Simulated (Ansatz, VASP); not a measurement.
## Ni in VASP and in Ansatz

The input INCAR:

```
PREC = Accurate
ENCUT = 520
EDIFF = 1E-6
ISMEAR = -1
SIGMA = 0.05
LREAL = F
LASPH = T
NELM = 150
ALGO = Normal
ISIF = 2
LWAVE = F
LCHARG = T
ISPIN = 2
MAGMOM = 0.696
LORBIT = 11
LMAXMIX = 4
GGA = PE
LELF = T
LVHAR = T
NBANDS = 15
```

File KPOINTS:

```
Automatic mesh
0
Gamma
  25 25 25
```

POSCAR

```
Ni
1.0
    0.0000000000      1.7596893266      1.7596893266
    1.7596893266      0.0000000000      1.7596893266
    1.7596893266      1.7596893266      0.0000000000
Ni
1
Direct
    0.0000000000      0.0000000000      0.0000000000
```

Input for Ansatz:

```yaml
crystal:
  lattice:
    - [0.0, 1.7596893266, 1.7596893266]
    - [1.7596893266, 0.0, 1.7596893266]
    - [1.7596893266, 1.7596893266, 0.0]
  atoms:
    - { symbol: Ni, position: [0.0, 0.0, 0.0], spin: 0.696 }
hamiltonian:
  xc: pbe
  pseudopotentials:
    kind: paw
    azcp:
      Ni: "pseudopotentials/Ni.paw.azcp"
basis:
  ecutwfc: 420
  fft_grid_basis: typed
kpoints:
  mp_grid: { grid: [25, 25, 25], shift: [0, 0, 0] }
magnetization:
  spin_polarized: true
scf:
  occupations: { method: fermi_dirac, width: 0.05 }
```

Alike in both runs: task single point; functional PBE; k mesh 25 × 25 × 25; occupations fermi-dirac, width 0.05 eV; collinear spin.

|  | VASP | Ansatz |
| --- | --- | --- |
| version | VASP 6.6.1 | Ansatz 0.2.0 |
| potentials or method | VASP PAW PBE potentials, release 64 (Ni), cutoff 520 eV | plane waves (420 eV) with PAW, scalar-relativistic |
| valence electrons in the cell | 10 | 18 |

Ansatz gave:

```
net moment per atom (μB)                                      : 0.63
size of the moment on the site where the two differ most (μB) : 0.67
```

Task: Which values does VASP return?

Result: net moment per atom (μB): 0.62; size of the moment on the site where the two differ most (μB): 0.63.

Site moments also hang on the region over which each program counts them. VASP's potentials hold 10 valence electrons a cell and Ansatz's 18, so a difference there can come from the potentials and not from the codes.
